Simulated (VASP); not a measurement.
# MgO (P-6m2) in VASP: further runs

Aim: see how the results for MgO move with the level of theory and the settings. Levels: LDA, PBEsol, r2SCAN. Tasks: single point.

All numbers are computed with VASP 6.6.1; they aren't measurements. Logs are shortened: lines on timing, memory, paths and dates and some standing lists are left out, and cuts for length are marked.

## 1. The cell of the first run

Symmetry: P-6m2, No. 187, hexagonal system. Conventional cell: a = 2.938 Å, b = 2.938 Å, c = 2.680 Å, α = 90.00°, β = 90.00°, γ = 120.00°. Within 2.9 Å of Mg (site symmetry -6m2) lie 6 O at 2.16 Å and 2 Mg at 2.68 Å. O (site symmetry -6m2) has 6 Mg at 2.16 Å and 2 O at 2.68 Å within 2.9 Å.

## 2. Single point, LDA

INCAR reads:

```
PREC = Accurate
ENCUT = 520
EDIFF = 1E-7
ISMEAR = 0
SIGMA = 0.01
LREAL = F
LASPH = T
NELM = 100
ALGO = Normal
ISIF = 2
LWAVE = F
LCHARG = T
LELF = T
LVHAR = T
NBANDS = 11
```

KPOINTS reads:

```
regular mesh
0
Gamma
  12 12 8
```

POSCAR reads:

```
MgO
1.0
    2.9380209000      0.0000000000      0.0000000000
   -1.4690104500      2.5444007400      0.0000000000
    0.0000000000      0.0000000000      2.6796800000
Mg O
1 1
Direct
    0.0000000000      0.0000000000      0.0000000000
    0.3333333333      0.6666666667      0.5000000000
```

Potentials or basis: VASP PAW LDA potentials, release 64 (Mg, O).

Launch:

```
cat potpaw_LDA.64/Mg/POTCAR potpaw_LDA.64/O/POTCAR > POTCAR
mpirun -np 1 vasp_std > vasp.out
```

OUTCAR:

```text
PREC = Accurate
   ENCUT = 520
   EDIFF = 1E-7
   ISMEAR = 0
   LREAL = F
   LASPH = T
   NELM = 100
   ISIF = 2

 ion  position               nearest neighbor table
   1  0.000  0.000  0.000-   2 2.16   2 2.16   2 2.16   2 2.16   2 2.16   2 2.16
   2  0.333  0.667  0.500-   1 2.16   1 2.16   1 2.16   1 2.16   1 2.16   1 2.16

  LATTYP: Found a hexagonal cell.
 ALAT       =     2.9380209000
 C/A-ratio  =     0.9120697542

  Lattice vectors:

 A1 = (   2.9380209000,   0.0000000000,   0.0000000000)
 A2 = (  -1.4690104500,   2.5444007400,   0.0000000000)
 A3 = (   0.0000000000,   0.0000000000,   2.6796800000)

Analysis of symmetry for initial positions (statically):
=====================================================================
 Subroutine PRICEL returns:
 Original cell was already a primitive cell.

 Routine SETGRP: Setting up the symmetry group for a
 hexagonal supercell.

 Subroutine GETGRP returns: Found 12 space group operations
 (whereof 12 operations were pure point group operations)
 out of a pool of 24 trial point group operations.

The static configuration has the point symmetry D_3h.

Analysis of symmetry for dynamics (positions and initial velocities):
=====================================================================
 Subroutine PRICEL returns:
 Original cell was already a primitive cell.

 Routine SETGRP: Setting up the symmetry group for a
 hexagonal supercell.

 Subroutine GETGRP returns: Found 12 space group operations
 (whereof 12 operations were pure point group operations)
 out of a pool of 24 trial point group operations.

The dynamic configuration has the point symmetry D_3h.

 Subroutine INISYM returns: Found 12 space group operations
 (whereof 12 operations are pure point group operations),
 and found     1 'primitive' translations

----------------------------------------------------------------------------------------

                                     Primitive cell

  volume of cell :      20.0320

  direct lattice vectors                    reciprocal lattice vectors
     2.938020900  0.000000000  0.000000000     0.340365176  0.196509926  0.000000000
    -1.469010450  2.544400740  0.000000000     0.000000000  0.393019851  0.000000000
     0.000000000  0.000000000  2.679680000     0.000000000  0.000000000  0.373178887

  length of vectors
     2.938020900  2.938020903  2.679680000     0.393019852  0.393019851  0.373178887

  position of ions in fractional coordinates (direct lattice)
[... 82 lines left out ...]
   NSW    =      0    number of steps for IOM
   IBRION =     -1    ionic relax: 0-MD 1-quasi-New 2-CG
   NFREE  =      0    steps in history (QN), initial steepest desc. (CG)
   ISIF   =      2    stress and relaxation
   ISYM   =      2    0-nonsym 1-usesym 2-fastsym
   POTIM  = 0.5000    time-step for ionic-motion
   TEBEG  =    0.0;   TEEND  =   0.0 temperature during run
   PSTRESS=    0.0 pullay stress
   NELECT =       8.0000    total number of electrons
   NUPDOWN=      -1.0000    fix difference up-down
   EMIN   =  10.00;   EMAX   =-10.00  energy-range for DOS
   EFERMI =   0.00;   METHOD = LEGACY
   ISMEAR =     0;   SIGMA  =   0.01  broadening in eV -4-tet -1-fermi 0-gaus
   EFERMI_NEDOS =   21; number of points for ismear=-14 and -15
   IALGO  =     38    algorithm
   IMIX   =      4    mixing-type and parameters
     AMIX     =   0.40;   BMIX     =  1.00
     AMIX_MAG =   1.60;   BMIX_MAG =  1.00
  volume/ion in A,a.u.               =      10.02        67.59
  Fermi-wavevector in a.u.,A,eV,Ry     =   1.205583  2.278221 19.775115  1.453430
  Thomas-Fermi vector in A             =   2.341275
   LORBIT       =      0    0 simple, 1 ext, 2 COOP (PROOUT), +10 PAW based schemes
   GGA     = CA    functional components
   LHFCALC =     F    Hartree Fock is set to
   AEXX    =    0.0000 exact exchange contribution
   IVDW    =     0    specifies the selected vdW correction
   LEPSILON=     F    determine dielectric tensor
   LRPA    =     F    only Hartree local field effects (RPA)
 non-spin polarized calculation
 Gauss-broadening in eV      SIGMA  =   0.01
  energy-cutoff  :      520.00
  volume of cell :       20.03
 maximum number of plane-waves:       562
 NGX is ok and might be reduce to    24
   NGX = 11   NGY = 11   NGZ =  9

 number of electron       7.9999996 magnetization

 Free energy of the ion-electron system (eV)
  ---------------------------------------------------
  ext. energy  EPLUGINS =         0.00000000
  ---------------------------------------------------
  free energy    TOTEN  =       -12.67581230 eV

  energy without entropy =      -12.67581230  energy(sigma->0) =      -12.67581230

 E-fermi :   3.0345     XC(G=0): -11.2317

 val. band max:        2.9883212708   @ k =   0.3333   0.3333   0.0000
 cond. band min:       5.9331530646   @ k =   0.0000   0.0000   0.0000
 fundamental gap:      2.9448317939
 Fermi energy:         3.0345289747

 k-point     1 :       0.0000    0.0000    0.0000
  band No.  band energies     occupation
      1     -14.1746      2.00000
      2       2.3830      2.00000
      3       2.3830      2.00000
      4       2.5799      2.00000
      5       5.9332      0.00000
      6      14.6161      0.00000
      7      18.2820      0.00000
      8      18.2820      0.00000
      9      22.6216      0.00000
     10      23.5514      0.00000
     11      25.1488      0.00000
[... 309 lines left out ...]
 k-point    24 :       0.3333    0.0000    0.1250
  band No.  band energies     occupation
      1     -13.2764      2.00000
      2      -0.9606      2.00000
      3       1.8965      2.00000
      4       2.0970      2.00000
      5       9.3356      0.00000
      6      13.3154      0.00000
      7      16.9287      0.00000
      8      19.8852      0.00000
      9      19.9054      0.00000
     10      25.9053      0.00000
     11      26.3588      0.00000

 [... further k-points ...]
[... 5 lines left out ...]
  --------------------------------------------------------------------------------------
  -------------------------------------------------------------------------------------
  Total       -1.3053799     -1.3053799     -1.5032945      0.0000000     -0.0000000      0.0000000
  in kB     -104.4056932   -104.4056935   -120.2351146      0.0000000     -0.0000000      0.0000000
  external PRESSURE =    -109.6821671 kB  Pullay stress =       0.0000000 kB

 VOLUME and BASIS-vectors are now :
 -----------------------------------------------------------------------------
  energy-cutoff  :      520.00
  volume of cell :       20.03
      direct lattice vectors                 reciprocal lattice vectors
     2.938020900  0.000000000  0.000000000     0.340365176  0.196509926  0.000000000
    -1.469010450  2.544400740  0.000000000     0.000000000  0.393019851  0.000000000
     0.000000000  0.000000000  2.679680000     0.000000000  0.000000000  0.373178887

 POSITION                                       TOTAL-FORCE (eV/Angst)
 -----------------------------------------------------------------------------------
      0.00000      0.00000      0.00000         0.000000      0.000000      0.000000
     -0.00000      1.69627      1.33984        -0.000000      0.000000      0.000000
 -----------------------------------------------------------------------------------
    total drift:                                0.000000     -0.000000     -0.000000

  FREE ENERGIE OF THE ION-ELECTRON SYSTEM (eV)
  ---------------------------------------------------
  free  energy   TOTEN  =       -12.6758123015 eV

  energy  without entropy=      -12.6758123015  energy(sigma->0) =      -12.67581230
```

It took 5.1 s on 1 thread of Intel Xeon 6975P-C (Granite Rapids), shared host; peak memory 0.13 GiB.

What came out:

```yaml
Free_energy: -12.6758 eV
Pressure: -11.0 GPa
Band_gap_on_the_k_mesh: 2.94 eV, indirect (least direct gap 3.35 eV)
```

## 3. Single point, PBEsol

INCAR reads:

```
SYSTEM = MgO
  ALGO = Normal
  EDIFF = 1E-7
  ENCUT = 520
  GGA = PS
  ISIF = 2
  ISMEAR = 0
  LASPH = .TRUE.
  LCHARG = .FALSE.
  LREAL = .FALSE.
  LWAVE = .FALSE.
  NBANDS = 11
  NELM = 80
  PREC = Accurate
  SIGMA = 0.01
```

KPOINTS reads:

```
k-points
0
G
  12 12 8
  0 0 0
```

POSCAR is that of step 2.

Potentials or basis: VASP PAW PBE potentials, release 64 (Mg, O).

Launch:

```
cat potpaw_PBE.64/Mg/POTCAR potpaw_PBE.64/O/POTCAR > POTCAR
mpirun -np 1 vasp_std > vasp.out
```

OUTCAR:

```text
SYSTEM = MgO
   EDIFF = 1E-7
   ENCUT = 520
   GGA = PS
   ISIF = 2
   ISMEAR = 0
   LASPH = .TRUE.
   LREAL = .FALSE.
   NELM = 80
   PREC = Accurate

 ion  position               nearest neighbor table
   1  0.000  0.000  0.000-   2 2.16   2 2.16   2 2.16   2 2.16   2 2.16   2 2.16
   2  0.333  0.667  0.500-   1 2.16   1 2.16   1 2.16   1 2.16   1 2.16   1 2.16

  LATTYP: Found a hexagonal cell.
 ALAT       =     2.9380209000
 C/A-ratio  =     0.9120697542

  Lattice vectors:

 A1 = (   2.9380209000,   0.0000000000,   0.0000000000)
 A2 = (  -1.4690104500,   2.5444007400,   0.0000000000)
 A3 = (   0.0000000000,   0.0000000000,   2.6796800000)

Analysis of symmetry for initial positions (statically):
=====================================================================
 Subroutine PRICEL returns:
 Original cell was already a primitive cell.

 Routine SETGRP: Setting up the symmetry group for a
 hexagonal supercell.

 Subroutine GETGRP returns: Found 12 space group operations
 (whereof 12 operations were pure point group operations)
 out of a pool of 24 trial point group operations.

The static configuration has the point symmetry D_3h.

Analysis of symmetry for dynamics (positions and initial velocities):
[... 166 lines left out ...]

 k-point     1 :       0.0000    0.0000    0.0000
  band No.  band energies     occupation
      1     -14.1883      2.00000
      2       2.5768      2.00000
      3       2.5768      2.00000
      4       2.7784      2.00000
      5       6.1048      0.00000
      6      14.8769      0.00000
      7      18.6322      0.00000
      8      18.6322      0.00000
      9      22.8347      0.00000
     10      23.9425      0.00000
     11      25.5601      0.00000
[... 309 lines left out ...]
 k-point    24 :       0.3333    0.0000    0.1250
  band No.  band energies     occupation
      1     -13.3136      2.00000
      2      -0.7628      2.00000
      3       2.0922      2.00000
      4       2.2935      2.00000
      5       9.5504      0.00000
      6      13.6217      0.00000
      7      17.2068      0.00000
      8      20.1888      0.00000
      9      20.2977      0.00000
     10      26.2598      0.00000
     11      26.7556      0.00000

 [... further k-points ...]
[... 5 lines left out ...]
  --------------------------------------------------------------------------------------
  -------------------------------------------------------------------------------------
  Total       -0.5329226     -0.5329226     -0.5664692      0.0000000      0.0000000      0.0000000
  in kB      -42.6237240    -42.6237241    -45.3068148      0.0000000      0.0000000      0.0000000
  external PRESSURE =     -43.5180876 kB  Pullay stress =       0.0000000 kB

 VOLUME and BASIS-vectors are now :
 -----------------------------------------------------------------------------
  energy-cutoff  :      520.00
  volume of cell :       20.03
      direct lattice vectors                 reciprocal lattice vectors
     2.938020900  0.000000000  0.000000000     0.340365176  0.196509926  0.000000000
    -1.469010450  2.544400740  0.000000000     0.000000000  0.393019851  0.000000000
     0.000000000  0.000000000  2.679680000     0.000000000  0.000000000  0.373178887

 POSITION                                       TOTAL-FORCE (eV/Angst)
 -----------------------------------------------------------------------------------
      0.00000      0.00000      0.00000         0.000000      0.000000      0.000000
     -0.00000      1.69627      1.33984         0.000000     -0.000000      0.000000
 -----------------------------------------------------------------------------------
    total drift:                                0.000000     -0.000000     -0.000000

  FREE ENERGIE OF THE ION-ELECTRON SYSTEM (eV)
  ---------------------------------------------------
  free  energy   TOTEN  =       -11.8164797776 eV

  energy  without entropy=      -11.8164797776  energy(sigma->0) =      -11.81647978
```

OSZICAR:

```text
N       E                     dE             d eps       ncg     rms          rms(c)
DAV:   1     0.142558447013E+02    0.14256E+02   -0.46339E+03  2386   0.645E+02
DAV:   2    -0.127423218520E+02   -0.26998E+02   -0.26224E+02  2429   0.134E+02
DAV:   3    -0.133805938758E+02   -0.63827E+00   -0.63773E+00  2512   0.181E+01
DAV:   4    -0.133822802958E+02   -0.16864E-02   -0.16864E-02  2309   0.108E+00
DAV:   5    -0.133822862099E+02   -0.59141E-05   -0.59141E-05  2471   0.622E-02    0.682E+00
DAV:   6    -0.118841044061E+02    0.14982E+01   -0.86143E+00  2105   0.155E+01    0.237E+00
DAV:   7    -0.118414484337E+02    0.42656E-01   -0.74380E-02  2308   0.235E+00    0.135E+00
DAV:   8    -0.118169154959E+02    0.24533E-01   -0.37619E-02  2144   0.200E+00    0.253E-01
DAV:   9    -0.118166516153E+02    0.26388E-03   -0.23393E-04  2468   0.113E-01    0.191E-01
DAV:  10    -0.118164803659E+02    0.17125E-03   -0.63787E-04  2216   0.205E-01    0.148E-02
DAV:  11    -0.118164787320E+02    0.16339E-05   -0.14951E-05  2342   0.229E-02    0.559E-03
DAV:  12    -0.118164795766E+02   -0.84466E-06   -0.83638E-07  2372   0.692E-03    0.526E-04
DAV:  13    -0.118164797480E+02   -0.17134E-06   -0.30721E-08  1240   0.112E-03    0.148E-04
DAV:  14    -0.118164797776E+02   -0.29601E-07   -0.10760E-09  1126   0.259E-04
   1 F= -.11816480E+02 E0= -.11816480E+02  d E =-.117847E-87
```

It took 6.2 s on 1 thread of Intel Xeon 6975P-C (Granite Rapids), shared host; peak memory 0.14 GiB.

Results:

```yaml
Free_energy: -11.8165 eV
Pressure: -4.4 GPa
Band_gap_on_the_k_mesh: 2.92 eV, indirect (least direct gap 3.33 eV)
```

Caveat: the PAW data sets were made with another functional, which shifts forces and pressure a little.

## 4. Single point, r2SCAN

POSCAR is that of step 3.

INCAR.step1 reads:

```
SYSTEM = MgO
PREC = Accurate ; ENCUT = 520
ISMEAR = 0 ; SIGMA = 0.01
LREAL = .FALSE. ; LASPH = .TRUE.
NELM = 100 ; NBANDS = 11
GGA = PE ; ALGO = Normal
EDIFF = 1E-4 ; LWAVE = .TRUE.
LCHARG = .FALSE.
```

INCAR.step2 reads:

```
SYSTEM = MgO
PREC = Accurate ; ENCUT = 520
EDIFF = 1E-6 ; ISMEAR = 0
SIGMA = 0.01 ; LREAL = .FALSE.
LASPH = .TRUE. ; NELM = 100
ALGO = Normal ; ISIF = 2
LWAVE = .FALSE. ; LCHARG = .FALSE.
METAGGA = R2SCAN ; LMIXTAU = .TRUE.
NBANDS = 11 ; ISTART = 1
```

KPOINTS reads:

```
Automatic mesh
0
G
  12 12 8
  0 0 0
```

Launch:

```
cat potpaw_PBE.64/Mg/POTCAR potpaw_PBE.64/O/POTCAR > POTCAR
cp INCAR.step1 INCAR
mpirun -np 1 vasp_std > vasp.out
cp INCAR.step2 INCAR
mpirun -np 1 vasp_std > vasp.out
```

Wall time 24 s (1 thread of Intel Xeon 6975P-C (Granite Rapids), shared host); peak memory 0.15 GiB.

The run converged. Its results:

| Property | Result |
| --- | --- |
| Free energy | -15.3975 eV |
| Pressure | -6.2 GPa |
| Band gap on the k mesh | 3.76 eV, indirect (least direct gap 4.17 eV) |

Stress tensor (GPa, compression positive):
```
-5.90  0.00  0.00
 0.00 -5.90  0.00
 0.00  0.00 -6.95
```

Levels at points of the mesh, in eV from the valence-band top:
```
           k point  band 2  band 3  band 4  band 5  band 6  band 7
(0.00, 0.00, 0.00)   -0.62   -0.62   -0.41    3.76   12.88   16.57
(0.50, 0.00, 0.00)   -4.89   -1.35   -0.05    7.40   11.60   14.13
(0.00, 0.00, 0.50)   -5.35   -0.10   -0.10    9.17    9.91   18.58
(0.50, 0.00, 0.50)   -3.78   -3.40   -0.86    6.61   12.37   15.17
```

Caveat: the PAW data sets were made with another functional, which shifts forces and pressure a little. r2SCAN opens gaps a little over a GGA but as a rule still falls short of measured ones.

## 5. Single point, r2SCAN

POSCAR is that of step 4.

INCAR.step1 reads:

```
SYSTEM = MgO
PREC = Accurate ; ENCUT = 660
ISMEAR = 0 ; SIGMA = 0.01
LREAL = .FALSE. ; LASPH = .TRUE.
NELM = 120 ; NBANDS = 15
GGA = PE ; ALGO = Normal
EDIFF = 1E-5 ; LWAVE = .TRUE.
LCHARG = .FALSE. ; GGA_COMPAT = .FALSE.
```

INCAR.step2 reads:

```
SYSTEM = MgO
PREC = Accurate ; ENCUT = 660
EDIFF = 1E-6 ; ISMEAR = 0
SIGMA = 0.01 ; LREAL = .FALSE.
LASPH = .TRUE. ; NELM = 120
ALGO = Normal ; ISIF = 2
LWAVE = .FALSE. ; LCHARG = .FALSE.
METAGGA = R2SCAN ; LMIXTAU = .TRUE.
NBANDS = 15 ; ISTART = 1
GGA_COMPAT = .FALSE.
```

KPOINTS is that of step 4.

Potentials or basis: VASP PAW PBE potentials, release 64 (Mg_sv, O).

Launch:

```
cat potpaw_PBE.64/Mg_sv/POTCAR potpaw_PBE.64/O/POTCAR > POTCAR
cp INCAR.step1 INCAR
mpirun -np 1 vasp_std > vasp.out
cp INCAR.step2 INCAR
mpirun -np 1 vasp_std > vasp.out
```

It took 95 s on 1 thread of AMD EPYC 9R45 (Zen 5), shared host; peak memory 0.15 GiB.

It converged, with:

* Free energy: -15.4241 eV
* Pressure: -5.8 GPa
* Band gap on the k mesh: 3.81 eV, indirect (least direct gap 4.22 eV)

Stress tensor (GPa, compression positive):
```
-5.58  0.00  0.00
 0.00 -5.58  0.00
 0.00  0.00 -6.27
```

Levels at points of the mesh, in eV from the valence-band top:
```
           k point  band 4  band 5  band 6  band 7  band 8  band 9  band 10  band 11  band 12  band 13
(0.00, 0.00, 0.00)  -41.15  -18.38   -0.62   -0.62   -0.41    3.81    12.90    16.64    16.64    21.15
(0.50, 0.00, 0.00)  -41.15  -17.37   -4.87   -1.35   -0.05    7.44    11.68    14.16    19.16    20.00
(0.00, 0.00, 0.50)  -41.21  -17.31   -5.33   -0.10   -0.10    9.21     9.95    18.62    18.62    19.63
(0.50, 0.00, 0.50)  -41.22  -16.64   -3.76   -3.39   -0.86    6.66    12.41    15.30    16.11    16.29
```

Caveat: the PAW data sets were made with another functional, which shifts forces and pressure a little.

## 6. Overview

| level | potentials or basis | cutoff (eV) | second run | gap on the mesh (eV) | pressure (GPa) |
| --- | --- | --- | --- | --- | --- |
| LDA | VASP PAW LDA potentials, release 64 (Mg, O) | 520 | - | 2.94 | -11.0 |
| PBEsol | VASP PAW PBE potentials, release 64 (Mg, O) | 520 | - | 2.92 | -4.4 |
| r2SCAN | VASP PAW PBE potentials, release 64 (Mg, O) | 520 | - | 3.76 | -6.2 |
| r2SCAN | VASP PAW PBE potentials, release 64 (Mg_sv, O) | 660 | valence_matched | 3.81 | -5.8 |

Alike in all rows: task single point; no spin polarisation; cell as given; k mesh 12 × 12 × 8; smearing gaussian 0.01 eV.

Caveats: the PAW data sets were made with another functional, which shifts forces and pressure a little (some runs).

Absolute energies hang on the potentials; compare differences alone.
